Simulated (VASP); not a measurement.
# S (P4_2/mnm) in VASP: notebook

Runs on S. Level: PBEsol. Tasks: relaxation of cell and atoms.

Everything below comes from runs of VASP 6.6.1. Logs are shortened: lines on timing, memory, paths and dates and some standing lists are left out, and cuts for length are marked.

### Step 1. The cell of the first run

It takes space group P4_2/mnm (No. 136, tetragonal). Conventional cell: a = 5.678 Å, b = 5.678 Å, c = 2.950 Å, α = 90.00°, β = 90.00°, γ = 90.00°. S (site symmetry m2m) has 1 S at 1.87 Å within 2.5 Å.

### Step 2. Relaxation of cell and atoms, PBEsol

File INCAR:

```
SYSTEM = S
ALGO     = Normal         ! electronic algorithm
EDIFF    = 1E-7           ! SCF threshold, eV
EDIFFG   = -0.02          ! ionic threshold
ENCUT    = 600            ! plane-wave cutoff, eV
GGA      = PS             ! functional
IBRION   = 2              ! ionic algorithm
ISIF     = 3              ! what is computed and relaxed
ISMEAR   = 0              ! smearing method
LASPH    = .True.         ! aspherical terms in the spheres
LCHARG   = .False.        ! write CHGCAR
LREAL    = .False.        ! projectors in reciprocal space
LWAVE    = .False.        ! write WAVECAR
NELM     = 60             ! most SCF steps
NSW      = 80             ! ionic steps
PREC     = Accurate       ! precision mode
SIGMA    = 0.05           ! smearing width, eV
```

File KPOINTS:

```
k-points
0
Gamma
  4 4 7
  0 0 0
```

File POSCAR:

```
S
1.0
    5.6780540000      0.0000000000      0.0000000000
    0.0000000000      5.6780540000      0.0000000000
    0.0000000000      0.0000000000      2.9496160000
S
4
Direct
    0.8833910000      0.8833910000      0.5000000000
    0.1166090000      0.1166090000      0.5000000000
    0.3833910000      0.6166090000      0.0000000000
    0.6166090000      0.3833910000      0.0000000000
```

Potentials or basis: VASP PAW PBE potentials, release 64 (S).

The run is started by

```console
$ cat potpaw_PBE.64/S/POTCAR > POTCAR
$ mpirun -np 1 vasp_std > vasp.out
```

OUTCAR:

```text
SYSTEM = S
   EDIFF = 1E-7
   EDIFFG = -0.02
   ENCUT = 600
   GGA = PS
   IBRION = 2
   ISIF = 3
   ISMEAR = 0
   LASPH = .True.
   LREAL = .False.
   NELM = 60
   NSW = 80
   PREC = Accurate

 ion  position               nearest neighbor table
   1  0.883  0.883  0.500-   2 1.87
   2  0.117  0.117  0.500-   1 1.87
   3  0.383  0.617  0.000-   4 1.87
   4  0.617  0.383  0.000-   3 1.87

  LATTYP: Found a simple tetragonal cell.
 ALAT       =     5.6780540000
 C/A-ratio  =     0.5194765671

  Lattice vectors:

 A1 = (   5.6780540000,   0.0000000000,   0.0000000000)
 A2 = (   0.0000000000,   5.6780540000,   0.0000000000)
 A3 = (   0.0000000000,   0.0000000000,   2.9496160000)

Analysis of symmetry for initial positions (statically):
=====================================================================
 Subroutine PRICEL returns:
 Original cell was already a primitive cell.

 Routine SETGRP: Setting up the symmetry group for a
 simple tetragonal supercell.

 Subroutine GETGRP returns: Found 16 space group operations
 (whereof  8 operations were pure point group operations)
 out of a pool of 16 trial point group operations.

The static configuration has the point symmetry D_2h.
 The point group associated with its full space group is D_4h.

Analysis of symmetry for dynamics (positions and initial velocities):
=====================================================================
 Subroutine PRICEL returns:
 Original cell was already a primitive cell.

 Routine SETGRP: Setting up the symmetry group for a
 simple tetragonal supercell.

 Subroutine GETGRP returns: Found 16 space group operations
 (whereof  8 operations were pure point group operations)
 out of a pool of 16 trial point group operations.

The dynamic configuration has the point symmetry D_2h.
 The point group associated with its full space group is D_4h.

 Subroutine INISYM returns: Found 16 space group operations
 (whereof  8 operations are pure point group operations),
 and found     1 'primitive' translations

----------------------------------------------------------------------------------------

                                     Primitive cell

  volume of cell :      95.0965

  direct lattice vectors                    reciprocal lattice vectors
     5.678054000  0.000000000  0.000000000     0.176116677  0.000000000  0.000000000
     0.000000000  5.678054000  0.000000000     0.000000000  0.176116677  0.000000000
     0.000000000  0.000000000  2.949616000     0.000000000  0.000000000  0.339027182

  length of vectors
     5.678054000  5.678054000  2.949616000     0.176116677  0.176116677  0.339027182

  position of ions in fractional coordinates (direct lattice)
     0.883391000  0.883391000  0.500000000
     0.116609000  0.116609000  0.500000000
     0.383391000  0.616609000  0.000000000
     0.616609000  0.383391000  0.000000000

  ion indices of the primitive-cell ions
   primitive index   ion index
                 1           1
                 2           2
                 3           3
                 4           4

----------------------------------------------------------------------------------------

 KPOINTS: k-points

Automatic generation of k-mesh.
 Grid dimensions read from file:
 generate k-points for:    4    4    7

 Generating k-lattice:

  Cartesian coordinates                     Fractional coordinates (reciprocal lattice)
     0.044029169  0.000000000  0.000000000     0.250000000  0.000000000  0.000000000
     0.000000000  0.044029169  0.000000000     0.000000000  0.250000000  0.000000000
     0.000000000  0.000000000  0.048432455     0.000000000  0.000000000  0.142857143

  Length of vectors
     0.044029169  0.044029169  0.048432455

  Shift w.r.t. Gamma in fractional coordinates (k-lattice)
     0.000000000  0.000000000  0.000000000

 Subroutine IBZKPT returns following result:
 ===========================================

 Found     24 irreducible k-points:

 Following reciprocal coordinates:
            Coordinates               Weight
  0.000000  0.000000  0.000000      1.000000
  0.250000  0.000000  0.000000      4.000000
  0.500000  0.000000  0.000000      2.000000
  0.250000  0.250000  0.000000      4.000000
  0.500000  0.250000  0.000000      4.000000
  0.500000  0.500000  0.000000      1.000000
[... 16 lines left out ...]
  0.500000  0.250000  0.428571      8.000000
  0.500000  0.500000  0.428571      2.000000
   k-points           NKPTS =     24   k-points in BZ     NKDIM =     24   number of bands    NBANDS=     16
   number of dos      NEDOS =    301   number of ions     NIONS =      4
   total plane-waves  NPLWV =  55296
   dimension x,y,z NGX =    48 NGY =   48 NGZ =   24
   dimension x,y,z NGXF=    96 NGYF=   96 NGZF=   48
   ions per type =               4
   NGX,Y,Z   is equivalent  to a cutoff of  14.05, 14.05, 13.53 a.u.
   NGXF,Y,Z  is equivalent  to a cutoff of  28.11, 28.11, 27.05 a.u.
 SYSTEM =  S
   PREC   = accura    normal or accurate (medium, high low for compatibility)
   ISTART =      0    job   : 0-new  1-cont  2-samecut
   ICHARG =      2    charge: 1-file 2-atom 10-const
   ISPIN  =      1    spin polarized calculation?
   LNONCOLLINEAR =      F non collinear calculations
   LSORBIT =      F    spin-orbit coupling
   LASPH  =      T    aspherical Exc in radial PAW
   ENCUT  =  600.0 eV  44.10 Ry    6.64 a.u.  11.34 11.34  5.89*2*pi/ulx,y,z
   NELM   =     60;   NELMIN=  2; NELMDL= -5     # of ELM steps
   EDIFF  = 0.1E-06   stopping-criterion for ELM
   LREAL  =      F    real-space projection
   EDIFFG = -.2E-01   stopping-criterion for IOM
   NSW    =     80    number of steps for IOM
   IBRION =      2    ionic relax: 0-MD 1-quasi-New 2-CG
   NFREE  =      1    steps in history (QN), initial steepest desc. (CG)
   ISIF   =      3    stress and relaxation
   ISYM   =      2    0-nonsym 1-usesym 2-fastsym
   POTIM  = 0.5000    time-step for ionic-motion
   TEBEG  =    0.0;   TEEND  =   0.0 temperature during run
   PSTRESS=    0.0 pullay stress
   NELECT =      24.0000    total number of electrons
   NUPDOWN=      -1.0000    fix difference up-down
   EMIN   =  10.00;   EMAX   =-10.00  energy-range for DOS
   EFERMI =   0.00;   METHOD = LEGACY
   ISMEAR =     0;   SIGMA  =   0.05  broadening in eV -4-tet -1-fermi 0-gaus
   EFERMI_NEDOS =   21; number of points for ismear=-14 and -15
   IALGO  =     38    algorithm
   IMIX   =      4    mixing-type and parameters
     AMIX     =   0.40;   BMIX     =  1.00
     AMIX_MAG =   1.60;   BMIX_MAG =  1.00
  volume/ion in A,a.u.               =      23.77       160.44
  Fermi-wavevector in a.u.,A,eV,Ry     =   1.034563  1.955041 14.562605  1.070321
  Thomas-Fermi vector in A             =   2.168865
   LORBIT       =      0    0 simple, 1 ext, 2 COOP (PROOUT), +10 PAW based schemes
   GGA     = PS    functional components
   LHFCALC =     F    Hartree Fock is set to
   AEXX    =    0.0000 exact exchange contribution
   IVDW    =     0    specifies the selected vdW correction
   LEPSILON=     F    determine dielectric tensor
   LRPA    =     F    only Hartree local field effects (RPA)
 conjugate gradient relaxation of ions
 non-spin polarized calculation
 Gauss-broadening in eV      SIGMA  =   0.05
  energy-cutoff  :      600.00
  volume of cell :       95.10
 maximum number of plane-waves:      3200
 NGX is ok and might be reduce to    48
   NGX = 23   NGY = 23   NGZ = 11

--------------------------------------- Ionic step        1  -------------------------------------------

 number of electron      24.0000003 magnetization

 Free energy of the ion-electron system (eV)
  ---------------------------------------------------
  ext. energy  EPLUGINS =         0.00000000
  ---------------------------------------------------
  free energy    TOTEN  =       -16.36760714 eV

  energy without entropy =      -16.36656565  energy(sigma->0) =      -16.36708639

------------------------ aborting loop because EDIFF is reached ----------------------------------------

  FORCE on cell =-STRESS in cart. coord.  units (eV):
  Direction    XX          YY          ZZ          XY          YZ          ZX
  --------------------------------------------------------------------------------------
  -------------------------------------------------------------------------------------
  Total       -0.0031937     -0.0031937     -0.5262362      0.0000000      0.0000000      0.0000000
  in kB       -0.0538066     -0.0538066     -8.8659809      0.0000000      0.0000000      0.0000000
  external PRESSURE =      -2.9911980 kB  Pullay stress =       0.0000000 kB
[... 95 lines left out ...]
  FREE ENERGIE OF THE ION-ELECTRON SYSTEM (eV)
  ---------------------------------------------------
  free  energy   TOTEN  =       -16.3777327481 eV

  energy  without entropy=      -16.3766919683  energy(sigma->0) =      -16.37721236

[... ionic steps 4 to 17 ...]

--------------------------------------- Ionic step       18  -------------------------------------------

 number of electron      23.9999999 magnetization

------------------------ aborting loop because EDIFF is reached ----------------------------------------

  FORCE on cell =-STRESS in cart. coord.  units (eV):
  Direction    XX          YY          ZZ          XY          YZ          ZX
  --------------------------------------------------------------------------------------
  -------------------------------------------------------------------------------------
  Total        0.0620523      0.0620523     -0.1089439     -0.0000000      0.0000000      0.0000000
  in kB        1.1606227      1.1606227     -2.0376826     -0.0000000      0.0000000      0.0000000
  external PRESSURE =       0.0945209 kB  Pullay stress =       0.0000000 kB
[... 61 lines left out ...]
  energy  without entropy=      -16.4327235778  energy(sigma->0) =      -16.43319197

--------------------------------------- Ionic step       20  -------------------------------------------

 number of electron      23.9999999 magnetization

 Free energy of the ion-electron system (eV)
  ---------------------------------------------------
  ext. energy  EPLUGINS =         0.00000000
  ---------------------------------------------------
  free energy    TOTEN  =       -16.43367340 eV

  energy without entropy =      -16.43270935  energy(sigma->0) =      -16.43319138

 E-fermi :   3.7132     XC(G=0):  -9.5459

 val. band max:        3.6914041770   @ k =   0.5000   0.5000   0.1429
 cond. band min:       3.7959041515   @ k =   0.2500   0.2500   0.4286
 fundamental gap:      0.1044999745
 Fermi energy:         3.7131505377

 k-point     1 :       0.0000    0.0000    0.0000
  band No.  band energies     occupation
      1     -12.7884      2.00000
      2     -11.8988      2.00000
      3      -6.9286      2.00000
      4      -6.9286      2.00000
      5      -1.5384      2.00000
      6      -1.0938      2.00000
[... 8 lines left out ...]
     15       8.8306      0.00000
     16       8.8306      0.00000
[... 466 lines left out ...]
  FREE ENERGIE OF THE ION-ELECTRON SYSTEM (eV)
  ---------------------------------------------------
  free  energy   TOTEN  =       -16.4336734022 eV

  energy  without entropy=      -16.4327093484  energy(sigma->0) =      -16.43319138

 reached required accuracy - stopping structural energy minimisation
```

Run time: 3.5 min. Hardware: 1 thread of Intel Xeon 6975P-C (Granite Rapids), shared host; peak memory 0.23 GiB.

Results:

* Free energy: -16.4337 eV
* Relaxed volume: 21.44 Å³/atom
* Relaxed cell: a = 5.403 Å, b = 5.403 Å, c = 2.939 Å, α = 90.00°, β = 90.00°, γ = 90.00°
* Space group after relaxing (to 0.1 Å): P4_2/mnm (No. 136)
* Energy gained by relaxing: 16.5 meV/atom
* Ionic steps: 20
* Pressure after relaxing: -0.1 GPa
* Largest force after relaxing: 0.012 eV/Å
* Band gap on the k mesh: zero (bands 12 and 13 overlap by 2.16 eV)

Forces on the atoms (eV/Å):
```
S    0.009  0.009  0.000
S   -0.009 -0.009  0.000
S    0.009 -0.009  0.000
S   -0.009  0.009  0.000
```

The path:
| step | energy change (eV) | largest force (eV/Å) | pressure (GPa) | volume (Å³) |
| --- | --- | --- | --- | --- |
| 1 | 0.0000 | 0.5351 | -0.30 | 95.10 |
| 2 | 0.0215 | 0.9008 | -3.04 | 94.49 |
| 3 | -0.0101 | 0.0147 | -1.32 | 94.88 |
| 4 | -0.0304 | 0.0237 | -0.84 | 92.33 |
| 5 | -0.0509 | 0.1528 | 0.35 | 87.51 |
| 6 | -0.0519 | 0.2060 | 0.78 | 86.08 |
| 7 | -0.0584 | 0.2158 | -0.09 | 84.85 |
| 8 | -0.0586 | 0.1526 | 0.04 | 85.04 |
| 9 | -0.0644 | 0.0401 | 0.52 | 84.43 |
| 10 | -0.0644 | 0.0468 | 0.53 | 84.41 |
| 11 | -0.0651 | 0.0971 | -0.06 | 84.90 |
| 12 | -0.0653 | 0.0549 | 0.11 | 84.76 |
| 13 | -0.0655 | 0.0118 | 0.16 | 84.96 |
| 14 | -0.0655 | 0.0096 | 0.16 | 84.96 |
| 15 | -0.0657 | 0.0244 | -0.01 | 85.27 |
| 16 | -0.0657 | 0.0334 | -0.06 | 85.36 |
| 17 | -0.0659 | 0.0002 | -0.02 | 85.54 |
| 18 | -0.0660 | 0.0226 | 0.01 | 85.66 |
| 19 | -0.0661 | 0.0251 | -0.10 | 85.82 |
| 20 | -0.0661 | 0.0121 | -0.07 | 85.78 |

Final structure:
```
CELL_PARAMETERS angstrom
5.40269 0.00000 0.00000
0.00000 5.40269 0.00000
0.00000 0.00000 2.93875
ATOMIC_POSITIONS crystal
S 0.87636 0.87636 0.50000
S 0.12364 0.12364 0.50000
S 0.37636 0.62364 0.00000
S 0.62364 0.37636 0.00000
```

Levels at points of the mesh, in eV from the Fermi level:
```tsv
k point	band 9	band 10	band 11	band 12	band 13	band 14	band 15	band 16
(0.00, 0.00, 0.00)	-2.79	-0.98	-0.18	1.53	2.99	2.99	5.12	5.12
(0.50, 0.00, 0.00)	-0.60	-0.60	-0.55	-0.55	3.01	3.01	3.56	3.56
(0.50, 0.50, 0.00)	-0.57	-0.57	-0.19	-0.19	2.91	2.91	4.61	4.61
```

Caveat: this functional lacks dispersion, which holds the molecules together, so the pressure and a relaxed volume are unreliable; the PAW data sets were made with another functional, which shifts forces and pressure a little.

### Step 3. Relaxation of cell and atoms, PBEsol, target pressure 10 GPa, at which the enthalpy is minimised

File INCAR:

```
SYSTEM = S
PREC = Accurate
ENCUT = 600
EDIFF = 1E-6
ISMEAR = 0
SIGMA = 0.05
LREAL = .FALSE.
LASPH = .TRUE.
NELM = 100
ALGO = Normal
ISIF = 3
LWAVE = .FALSE.
LCHARG = .FALSE.
GGA = PS
IBRION = 2
NSW = 80
EDIFFG = -0.02
PSTRESS = 100.0
```

File KPOINTS:

```
Automatic mesh
0
G
  4 4 7
  0 0 0
```

POSCAR is that of step 2.

Potentials or basis: VASP PAW PBE potentials, release 64 (S).

The run is started by

```console
$ cat potpaw_PBE.64/S/POTCAR > POTCAR
$ mpirun -np 1 vasp_std > vasp.out
```

It took 2.7 min on 1 thread of Intel Xeon 6975P-C (Granite Rapids), shared host; peak memory 0.24 GiB.

The run converged. Its results:

* Free energy: -16.1981 eV
* Relaxed volume: 16.09 Å³/atom
* Relaxed cell: a = 5.028 Å, b = 5.028 Å, c = 2.546 Å, α = 90.00°, β = 90.00°, γ = 90.00°
* Space group after relaxing (to 0.1 Å): P4_2/mnm (No. 136)
* Energy change on relaxing (the run minimises the enthalpy): +42.4 meV/atom
* Ionic steps: 13
* Pressure after relaxing: 9.9 GPa
* Largest force after relaxing: 0.012 eV/Å
* Band gap on the k mesh: zero (bands 12 and 13 overlap by 4.06 eV)

Forces in eV/Å, atoms in the order of the input:
```
S    0.008  0.008  0.000
S   -0.008 -0.008  0.000
S    0.008 -0.008  0.000
S   -0.008  0.008  0.000
```

Stress tensor (GPa, compression positive):
```
9.83 0.00 0.00
0.00 9.83 0.00
0.00 0.00 9.94
```

Step by step:
| step | energy change (eV) | largest force (eV/Å) | pressure (GPa) | volume (Å³) |
| --- | --- | --- | --- | --- |
| 1 | 0.0000 | 0.5355 | -0.30 | 95.10 |
| 2 | 0.5250 | 3.9248 | 14.82 | 75.57 |
| 3 | 0.4605 | 3.6267 | 13.71 | 76.53 |
| 4 | 0.2795 | 3.1422 | 11.69 | 71.70 |
| 5 | 0.6965 | 0.0036 | 19.48 | 58.44 |
| 6 | 0.3253 | 0.8427 | 14.91 | 62.52 |
| 7 | 0.3440 | 0.7584 | 15.17 | 62.23 |
| 8 | 0.1772 | 0.2362 | 10.68 | 64.28 |
| 9 | 0.1523 | 0.1461 | 9.92 | 64.66 |
| 10 | 0.1612 | 0.0775 | 9.98 | 64.50 |
| 11 | 0.1682 | 0.0276 | 10.02 | 64.38 |
| 12 | 0.1686 | 0.0136 | 9.97 | 64.38 |
| 13 | 0.1695 | 0.0118 | 9.87 | 64.36 |

Final structure:
```
S
1.0
     5.02791    0.00000    0.00000
     0.00000    5.02791    0.00000
     0.00000    0.00000    2.54589
S
4
Direct
  0.86286 0.86286 0.50000
  0.13714 0.13714 0.50000
  0.36286 0.63714 0.00000
  0.63714 0.36286 0.00000
```

Levels at points of the mesh, in eV from the Fermi level:
| k point | band 10 | band 11 | band 12 | band 13 | band 14 | band 15 |
| --- | --- | --- | --- | --- | --- | --- |
| (0.00, 0.00, 0.00) | 1.18 | 1.86 | 2.53 | 4.81 | 4.81 | 5.00 |
| (0.50, 0.00, 0.00) | -1.15 | 1.77 | 1.77 | 2.49 | 2.49 | 5.08 |
| (0.50, 0.50, 0.00) | -1.12 | 1.85 | 1.85 | 3.28 | 3.28 | 4.87 |

Caveat: the cell is relaxed towards a set pressure, so the run minimises the enthalpy, not the energy; the volume moved by over 15 % at a fixed basis, so the end points are rough; this functional lacks dispersion, which holds the molecules together, so the pressure and a relaxed volume are unreliable; the PAW data sets were made with another functional, which shifts forces and pressure a little.
